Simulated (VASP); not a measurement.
# Pt in VASP: notebook

Pt is run at these levels: PBEsol-based screened hybrid with 25 % exact exchange, BLYP+D3(BJ), PBE0, r2SCAN+rVV10; tasks: single point.

All numbers are computed with VASP 6.6.1; they aren't measurements. Logs are shortened: lines on timing, memory, paths and dates and some standing lists are left out, and cuts for length are marked.

### 1 The cell of the first run

Symmetry: Fm-3m, No. 225, cubic system. The conventional cell has a = 3.922 Å, b = 3.922 Å, c = 3.922 Å, α = 90.00°, β = 90.00°, γ = 90.00°. Pt (site symmetry m-3m) has 12 Pt at 2.77 Å within 3.7 Å.

### 2 Single point, PBEsol-based screened hybrid with 25 % exact exchange

POSCAR

```
Pt
1.0
    0.0000000000      1.9609000000      1.9609000000
    1.9609000000      0.0000000000      1.9609000000
    1.9609000000      1.9609000000      0.0000000000
Pt
1
Direct
    0.0000000000      0.0000000000      0.0000000000
```

INCAR.step1

```
PREC     = Accurate       # precision mode
ENCUT    = 520            # plane-wave cutoff, eV
EDIFF    = 1E-5           # SCF threshold, eV
ISMEAR   = -1             # smearing method
SIGMA    = 0.05           # smearing width, eV
LREAL    = F              # projectors in reciprocal space
LASPH    = T              # aspherical terms in the spheres
NELM     = 100            # most SCF steps
ALGO     = Normal         # electronic algorithm
ISIF     = 2              # what is computed and relaxed
LWAVE    = T              # write WAVECAR
NBANDS   = 11             # bands
GGA      = PE             # functional
```

INCAR.step2

```
PREC     = Accurate       # precision mode
ENCUT    = 520            # plane-wave cutoff, eV
EDIFF    = 1E-7           # SCF threshold, eV
ISMEAR   = -1             # smearing method
SIGMA    = 0.05           # smearing width, eV
LREAL    = F              # projectors in reciprocal space
LASPH    = T              # aspherical terms in the spheres
NELM     = 100            # most SCF steps
ALGO     = Normal         # electronic algorithm
ISIF     = 2              # what is computed and relaxed
LWAVE    = F              # write WAVECAR
LCHARG   = T              # write CHGCAR
GGA      = PS             # functional
LHFCALC  = T              # exact exchange
AEXX     = 0.25           # exact-exchange fraction
HFSCREEN = 0.207          # screening, 1/A
PRECFOCK = Normal       
LELF     = T              # ELF
LVHAR    = T            
NBANDS   = 11             # bands
ISTART   = 1
```

KPOINTS

```
regular mesh
0
Gamma
  6 6 6
```

Potentials or basis: VASP PAW PBE potentials, release 64 (Pt).

Command:

```sh
cat potpaw_PBE.64/Pt/POTCAR > POTCAR
cp INCAR.step1 INCAR
mpirun -np 1 vasp_std > vasp.out
cp INCAR.step2 INCAR
mpirun -np 1 vasp_std > vasp.out
```

OUTCAR:

```text
PREC = Accurate
   ENCUT = 520
   EDIFF = 1E-7
   ISMEAR = -1
   LREAL = F
   LASPH = T
   NELM = 100
   ISIF = 2
   GGA = PS
   LHFCALC = T
   AEXX = 0.25
   HFSCREEN = 0.207
   PRECFOCK = Normal
   ISTART = 1

 ion  position               nearest neighbor table
   1  0.000  0.000  0.000-

  LATTYP: Found a face centered cubic cell.
 ALAT       =     3.9218000000

  Lattice vectors:

 A1 = (   0.0000000000,   1.9609000000,   1.9609000000)
 A2 = (   1.9609000000,   0.0000000000,   1.9609000000)
 A3 = (   1.9609000000,   1.9609000000,   0.0000000000)

Analysis of symmetry for initial positions (statically):
=====================================================================
 Subroutine PRICEL returns:
 Original cell was already a primitive cell.

 Routine SETGRP: Setting up the symmetry group for a
 face centered cubic supercell.

 Subroutine GETGRP returns: Found 48 space group operations
 (whereof 48 operations were pure point group operations)
 out of a pool of 48 trial point group operations.

The static configuration has the point symmetry O_h .

Analysis of symmetry for dynamics (positions and initial velocities):
=====================================================================
 Subroutine PRICEL returns:
 Original cell was already a primitive cell.

 Routine SETGRP: Setting up the symmetry group for a
 face centered cubic supercell.

 Subroutine GETGRP returns: Found 48 space group operations
 (whereof 48 operations were pure point group operations)
 out of a pool of 48 trial point group operations.

The dynamic configuration has the point symmetry O_h .

 Subroutine INISYM returns: Found 48 space group operations
 (whereof 48 operations are pure point group operations),
 and found     1 'primitive' translations

----------------------------------------------------------------------------------------

                                     Primitive cell

  volume of cell :      15.0798

  direct lattice vectors                    reciprocal lattice vectors
     0.000000000  1.960900000  1.960900000    -0.254984956  0.254984956  0.254984956
     1.960900000  0.000000000  1.960900000     0.254984956 -0.254984956  0.254984956
     1.960900000  1.960900000  0.000000000     0.254984956  0.254984956 -0.254984956

  length of vectors
     2.773131374  2.773131374  2.773131374     0.441646899  0.441646899  0.441646899

  position of ions in fractional coordinates (direct lattice)
     0.000000000  0.000000000  0.000000000

  ion indices of the primitive-cell ions
   primitive index   ion index
                 1           1

----------------------------------------------------------------------------------------

 KPOINTS: regular mesh

Automatic generation of k-mesh.
 Grid dimensions read from file:
 generate k-points for:    6    6    6

 Generating k-lattice:

  Cartesian coordinates                     Fractional coordinates (reciprocal lattice)
    -0.042497493  0.042497493  0.042497493     0.166666667  0.000000000  0.000000000
     0.042497493 -0.042497493  0.042497493     0.000000000  0.166666667  0.000000000
     0.042497493  0.042497493 -0.042497493     0.000000000  0.000000000  0.166666667

  Length of vectors
     0.073607816  0.073607816  0.073607816

  Shift w.r.t. Gamma in fractional coordinates (k-lattice)
     0.000000000  0.000000000  0.000000000

 Subroutine IBZKPT returns following result:
 ===========================================

 Found     16 irreducible k-points:

 Following reciprocal coordinates:
            Coordinates               Weight
  0.000000  0.000000  0.000000      1.000000
  0.166667  0.000000  0.000000      8.000000
  0.333333  0.000000  0.000000      8.000000
  0.500000  0.000000  0.000000      4.000000
  0.166667  0.166667  0.000000      6.000000
  0.333333  0.166667  0.000000     24.000000
[... 8 lines left out ...]
 -0.333333  0.333333  0.166667     24.000000
 -0.333333  0.500000  0.166667     12.000000
   k-points           NKPTS =     16   k-points in BZ     NKDIM =    216   number of bands    NBANDS=     11
   number of dos      NEDOS =    301   number of ions     NIONS =      1
   total plane-waves  NPLWV =  13824
   dimension x,y,z NGX =    24 NGY =   24 NGZ =   24
   dimension x,y,z NGXF=    48 NGYF=   48 NGZF=   48
   ions per type =               1
   NGX,Y,Z   is equivalent  to a cutoff of  14.39, 14.39, 14.39 a.u.
   NGXF,Y,Z  is equivalent  to a cutoff of  28.78, 28.78, 28.78 a.u.
 SYSTEM =  unknown system
   PREC   = accura    normal or accurate (medium, high low for compatibility)
   ISTART =      1    job   : 0-new  1-cont  2-samecut
   ICHARG =      0    charge: 1-file 2-atom 10-const
   ISPIN  =      1    spin polarized calculation?
   LNONCOLLINEAR =      F non collinear calculations
   LSORBIT =      F    spin-orbit coupling
   LASPH  =      T    aspherical Exc in radial PAW
   ENCUT  =  520.0 eV  38.22 Ry    6.18 a.u.   5.16  5.16  5.16*2*pi/ulx,y,z
[... 24 lines left out ...]
  Thomas-Fermi vector in A             =   2.547760
   LORBIT       =      0    0 simple, 1 ext, 2 COOP (PROOUT), +10 PAW based schemes
   GGA     = PS    functional components
   LHFCALC =     T    Hartree Fock is set to
   PRECFOCK=normal    Normal, Fast or Accurate (Low or Medium for compatibility)
   ENCUT4O =  -1.0   cutoff for four orbital integrals eV
   NKREDX  =     1    reduce k-point grid by
   NKREDY  =     1    reduce k-point grid by
   NKREDZ  =     1    reduce k-point grid by
   AEXX    =    0.2500 exact exchange contribution
   HFSCREEN=    0.2070 screening length (either q_TF or 0.3 A-1)
   HFSCREENC=   0.2070 screening length for correlation (either q_TF or 0.3 A-1)
   ENCUTFOCK=  -1.0 apply spherical cutoff to Coloumb kernel
   IVDW    =     0    specifies the selected vdW correction
   LEPSILON=     F    determine dielectric tensor
   LRPA    =     F    only Hartree local field effects (RPA)
 non-spin polarized calculation
  energy-cutoff  :      520.00
  volume of cell :       15.08
 maximum number of plane-waves:       419
 NGX is ok and might be reduce to    24
  NGX = 16; NGY = 16; NGZ = 16

 number of electron      10.0000000 magnetization

 Free energy of the ion-electron system (eV)
  ---------------------------------------------------
  ext. energy  EPLUGINS =         0.00000000
  ---------------------------------------------------
  free energy    TOTEN  =        -7.61661318 eV

  energy without entropy =       -7.60580137  energy(sigma->0) =       -7.61120727

 E-fermi :  10.4803     XC(G=0): -11.0532

 val. band max:       10.3607711966   @ k =  -0.3333   0.3333   0.1667
 cond. band min:      10.4993938332   @ k =   0.5000   0.0000   0.0000
 fundamental gap:      0.1386226366
 Fermi energy:        10.4803097844

 k-point     1 :       0.0000    0.0000    0.0000
  band No.  band energies     occupation
      1      -0.4951      2.00000
      2       6.1061      2.00000
      3       6.1061      2.00000
      4       6.1061      2.00000
      5       8.2584      2.00000
      6       8.2584      2.00000
      7      26.5862      0.00000
      8      31.7557      0.00000
      9      31.7557      0.00000
     10      31.7557      0.00000
     11      37.0581      0.00000

 k-point     2 :       0.1667    0.0000    0.0000
  band No.  band energies     occupation
      1       0.6687      2.00000
      2       5.7597      2.00000
      3       6.4654      2.00000
      4       6.4654      2.00000
      5       8.1984      2.00000
      6       8.1984      2.00000
      7      27.9178      0.00000
      8      28.0682      0.00000
      9      33.4300      0.00000
     10      33.4300      0.00000
     11      37.3175      0.00000

 k-point     3 :       0.3333    0.0000    0.0000
  band No.  band energies     occupation
      1       2.3378      2.00000
      2       6.2511      2.00000
      3       6.2511      2.00000
      4       7.0208      2.00000
      5       9.4208      2.00000
      6       9.4208      2.00000
      7      22.1825      0.00000
      8      27.3806      0.00000
      9      33.6826      0.00000
     10      33.6826      0.00000
     11      37.4162      0.00000
[... 155 lines left out ...]
 k-point    15 :      -0.3333    0.3333    0.1667
  band No.  band energies     occupation
      1       4.4723      2.00000
      2       4.5396      2.00000
      3       5.9525      2.00000
      4       7.9001      2.00000
      5      10.3608      1.83224
      6      17.2966      0.00000
      7      17.4517      0.00000
      8      24.2111      0.00000
      9      25.9368      0.00000
     10      33.0905      0.00000
     11      37.6630      0.00000

 k-point    16 :      -0.3333    0.5000    0.1667
  band No.  band energies     occupation
      1       3.5363      2.00000
      2       4.1093      2.00000
      3       7.1569      2.00000
      4       8.6992      2.00000
      5      11.1320      0.00000
      6      17.4562      0.00000
      7      19.2474      0.00000
      8      21.7855      0.00000
      9      23.7685      0.00000
     10      35.8227      0.00000
     11      36.7869      0.00000

------------------------ aborting loop because EDIFF is reached ----------------------------------------

  FORCE on cell =-STRESS in cart. coord.  units (eV):
  Direction    XX          YY          ZZ          XY          YZ          ZX
  --------------------------------------------------------------------------------------
  -------------------------------------------------------------------------------------
  Total       -0.7921878     -0.7921878     -0.7921878     -0.0000000     -0.0000000      0.0000000
  in kB      -84.1671083    -84.1671083    -84.1671083     -0.0000000     -0.0000000      0.0000000
  external PRESSURE =     -84.1671083 kB  Pullay stress =       0.0000000 kB

 VOLUME and BASIS-vectors are now :
 -----------------------------------------------------------------------------
  energy-cutoff  :      520.00
  volume of cell :       15.08
      direct lattice vectors                 reciprocal lattice vectors
     0.000000000  1.960900000  1.960900000    -0.254984956  0.254984956  0.254984956
     1.960900000  0.000000000  1.960900000     0.254984956 -0.254984956  0.254984956
     1.960900000  1.960900000  0.000000000     0.254984956  0.254984956 -0.254984956

 POSITION                                       TOTAL-FORCE (eV/Angst)
 -----------------------------------------------------------------------------------
      0.00000      0.00000      0.00000         0.000000     -0.000000      0.000000
 -----------------------------------------------------------------------------------
    total drift:                                0.000000      0.000000      0.000000

  FREE ENERGIE OF THE ION-ELECTRON SYSTEM (eV)
  ---------------------------------------------------
  free  energy   TOTEN  =        -7.6166131778 eV

  energy  without entropy=       -7.6058013702  energy(sigma->0) =       -7.61120727
```

Wall time 8.3 min (1 thread of Intel Xeon Platinum 8375C at 2.90GHz (Ice Lake), shared host); peak memory 0.24 GiB.

What came out:

```
Free energy            : -7.6166 eV
Pressure               : -8.4 GPa
Band gap on the k mesh : zero (bands 5 and 6 overlap by 2.97 eV)
```

Levels at points of the mesh, in eV from the Fermi level:
```
           k point  band 3  band 4  band 5  band 6  band 7  band 8
(0.00, 0.00, 0.00)   -4.37   -4.37   -2.22   -2.22   16.11   21.28
(0.50, 0.00, 0.00)   -4.52   -0.26    0.02    0.02    7.05   15.62
(0.50, 0.50, 0.00)   -0.32    0.69    0.69    2.29   10.32   12.72
```

Caveat: the k points lie up to 0.46 Å⁻¹ apart, too coarse for converged energies and pressures of a metal; the PAW data sets were made with another functional, which shifts forces and pressure a little; spin-orbit coupling is left out, which moves the levels of the heavy elements.

### 3 Single point, BLYP+D3(BJ), non-collinear spin, typed start, spin-orbit coupling (13.27 Å³/atom)

This run uses another cell than the first one, of 13.27 Å³/atom.

INCAR

```
AGGAC = 1.0
AGGAX = 1.0
ALDAC = 0.0
ALDAX = 1.0
ALGO = Fast
EDIFF = 1E-7
ENCUT = 520
GGA = B5
GGA_COMPAT = False
ISIF = 2
ISMEAR = 1
IVDW = 12
LASPH = True
LCHARG = False
LMAXMIX = 4
LNONCOLLINEAR = True
LORBIT = 11
LORBMOM = True
LREAL = False
LSORBIT = True
LWAVE = False
MAGMOM = 0.289 0.289 0.289
NBANDS = 21
NELM = 150
PREC = Accurate
SIGMA = 0.01
VDW_A1 = 0.4298
VDW_A2 = 4.2359
VDW_S6 = 1.0
VDW_S8 = 2.6996
```

KPOINTS

```
k-points
0
Gamma
  12 12 12
```

POSCAR

```
Pt
1.0
    0.0000000000      1.8790990395      1.8790990395
    1.8790990395      0.0000000000      1.8790990395
    1.8790990395      1.8790990395      0.0000000000
Pt
1
Direct
    0.0000000000      0.0000000000      0.0000000000
```

Potentials or basis: VASP PAW PBE potentials, release 64 (Pt).

Command:

```sh
cat potpaw_PBE.64/Pt/POTCAR > POTCAR
mpirun -np 1 vasp_ncl > vasp.out
```

Run time: 93 s. Hardware: 1 thread of Intel Xeon 6975P-C (Granite Rapids), shared host; peak memory 0.26 GiB.

The run converged. Its results:

```
Free energy                                           : -6.7398 eV
Pressure                                              : 60.0 GPa
Net moment                                            : 0.06 μB per cell
Valence electrons inside the program's atomic spheres : Pt 9.74
Dispersion energy per atom                            : -2.077 eV
```

Moments on the atoms (μB; x, y, z):
```
Pt  0.03 0.03 0.03
```

Caveat: three body term missing; the cell stands under pressure; the PAW data sets were made with another functional, which shifts forces and pressure a little.

### 4 Single point, PBE0

This run uses another cell than the first one, of 15.38 Å³/atom.

POSCAR

```
Pt
1.0
    0.0000000000      1.9738864712      1.9738864712
    1.9738864712      0.0000000000      1.9738864712
    1.9738864712      1.9738864712      0.0000000000
Pt
1
Direct
    0.0000000000      0.0000000000      0.0000000000
```

INCAR.step1

```
SYSTEM = Pt
ALGO = Normal
EDIFF = 1E-5
ENCUT = 520
GGA = PE
ISIF = 2
ISMEAR = -1
LASPH = .TRUE.
LCHARG = .FALSE.
LREAL = .FALSE.
LWAVE = .TRUE.
NBANDS = 11
NELM = 100
PREC = Accurate
SIGMA = 0.05
```

INCAR.step2

```
SYSTEM = Pt
AEXX = 0.25
ALGO = Normal
EDIFF = 1E-7
ENCUT = 520
GGA = PE
ISIF = 2
ISMEAR = -1
ISTART = 1
LASPH = .TRUE.
LCHARG = .FALSE.
LHFCALC = .TRUE.
LREAL = .FALSE.
LWAVE = .FALSE.
NBANDS = 11
NELM = 100
PREC = Accurate
PRECFOCK = Normal
SIGMA = 0.05
```

KPOINTS

```
k-points
0
G
  8 8 8
  0 0 0
```

Command:

```sh
cat potpaw_PBE.64/Pt/POTCAR > POTCAR
cp INCAR.step1 INCAR
mpirun -np 1 vasp_std > vasp.out
cp INCAR.step2 INCAR
mpirun -np 1 vasp_std > vasp.out
```

Wall time 49 min (1 thread of Intel Xeon Platinum 8259CL at 2.50GHz (Skylake/Cascade Lake), shared host); peak memory 0.17 GiB.

Results (log left out):

```yaml
Free_energy: -7.3762 eV
Pressure: -5.2 GPa
Band_gap_on_the_k_mesh: zero (bands 5 and 6 overlap by 3.61 eV)
```

Levels at points of the mesh, in eV from the Fermi level:
```csv
k point,band 3,band 4,band 5,band 6,band 7,band 8
"(0.00, 0.00, 0.00)",-4.45,-4.45,-2.39,-2.39,16.70,21.79
"(0.50, 0.00, 0.00)",-4.61,-0.21,0.40,0.40,7.49,16.21
"(0.50, 0.50, 0.00)",-0.56,1.10,1.10,2.79,10.70,13.25
```

Caveat: the cell stands under tension; the PAW data sets were made with another functional, which shifts forces and pressure a little; spin-orbit coupling is left out, which moves the levels of the heavy elements.

### 5 Single point, r2SCAN+rVV10 (the cell strained at random)

POSCAR

```
Pt
1.0
   -0.0001753593      1.9683241799      1.9676409774
    1.9525760970      0.0001364621      1.9676581282
    1.9524949670      1.9684072663      0.0000696910
Pt
1
Direct
   -0.0037990000      0.0043280000      0.0030540000
```

INCAR.step1

```
SYSTEM = Pt
PREC = Accurate
ENCUT = 520
ISMEAR = -1
SIGMA = 0.025
LREAL = .False.
LASPH = .True.
NELM = 60
NBANDS = 11
GGA = PE
ALGO = Normal
EDIFF = 1E-4
LWAVE = .True.
LCHARG = .False.
```

INCAR.step2

```
SYSTEM = Pt
PREC = Accurate
ENCUT = 520
EDIFF = 1E-6
ISMEAR = -1
SIGMA = 0.025
LREAL = .False.
LASPH = .True.
NELM = 60
ALGO = Normal
ISIF = 2
LWAVE = .False.
LCHARG = .False.
METAGGA = R2SCAN
LMIXTAU = .True.
LUSE_VDW = .True.
IVDW_NL = 2
BPARAM = 11.95
CPARAM = 0.0093
NBANDS = 11
ISTART = 1
```

KPOINTS

```
regular mesh
0
Gamma
  12 12 12
  0 0 0
```

Command:

```sh
cat potpaw_PBE.64/Pt/POTCAR > POTCAR
cp INCAR.step1 INCAR
mpirun -np 1 vasp_std > vasp.out
cp INCAR.step2 INCAR
mpirun -np 1 vasp_std > vasp.out
```

It took 3.2 min on 1 thread of AMD EPYC 9R45 (Zen 5), shared host; peak memory 0.25 GiB.

The run converged. Its results:

* Free energy: -51.3525 eV
* Pressure: 2.1 GPa
* Band gap on the k mesh: zero (bands 5 and 6 overlap by 2.37 eV)

Levels at points of the mesh, in eV from the Fermi level:
| k point | band 3 | band 4 | band 5 | band 6 | band 7 | band 8 |
| --- | --- | --- | --- | --- | --- | --- |
| (0.00, 0.00, 0.00) | -3.95 | -3.85 | -1.81 | -1.71 | 15.44 | 20.52 |
| (0.50, 0.00, 0.00) | -3.97 | -0.35 | -0.01 | 0.04 | 6.11 | 15.08 |
| (0.00, 0.50, 0.00) | -3.97 | -0.35 | -0.01 | 0.04 | 6.11 | 15.08 |
| (0.50, 0.50, 0.00) | -0.07 | 0.47 | 0.55 | 1.86 | 9.22 | 11.99 |
| (0.50, 0.00, 0.50) | -0.07 | 0.47 | 0.54 | 1.85 | 9.21 | 12.00 |
| (0.00, 0.50, 0.50) | -0.07 | 0.51 | 0.51 | 2.01 | 9.43 | 11.87 |

Caveat: the cell differs from its parent crystal (the cell strained at random); the PAW data sets were made with another functional, which shifts forces and pressure a little; spin-orbit coupling is left out, which moves the levels of the heavy elements.

### 6 Overview

| level | spin | cell | k mesh | smearing | grid for exact exchange (PRECFOCK) | share of exact exchange | screening parameter | gap on the mesh (eV) | pressure (GPa) |
| --- | --- | --- | --- | --- | --- | --- | --- | --- | --- |
| PBEsol-based screened hybrid with 25 % exact exchange | off | a = 2.773 Å, angles 60.0°, 1 atom | 6 × 6 × 6 | fermi-dirac 0.05 eV | Normal | 0.25 | 0.207 1/Å | none | -8.4 |
| BLYP+D3(BJ) | non-collinear, typed start, SOC | a = 2.657 Å, angles 60.0°, 1 atom | 12 × 12 × 12 | methfessel-paxton 0.01 eV | - | - | - | - | 60.0 |
| PBE0 | off | a = 2.791 Å, angles 60.0°, 1 atom | 8 × 8 × 8 | fermi-dirac 0.05 eV | Normal | 0.25 | - | none | -5.2 |
| r2SCAN+rVV10 | off | a = 2.783, b = 2.772, c = 2.773 Å, angles 60.3, 59.9, 59.9°, 1 atom | 12 × 12 × 12 | fermi-dirac 0.025 eV | - | - | - | none | 2.1 |

Alike in all rows: task single point; potentials or basis VASP PAW PBE potentials, release 64 (Pt); cutoff (eV) 520.

Caveats: some runs use coarse meshes; the PAW data sets were made with another functional, which shifts forces and pressure a little; spin-orbit coupling is left out, which moves the levels of the heavy elements (at least some runs); three body term missing (at least some runs); the cell stands under pressure (at least some runs); the cell stands under tension (at least some runs).

Total energies depend on the potentials used, so only differences within one code and one set of settings carry meaning.
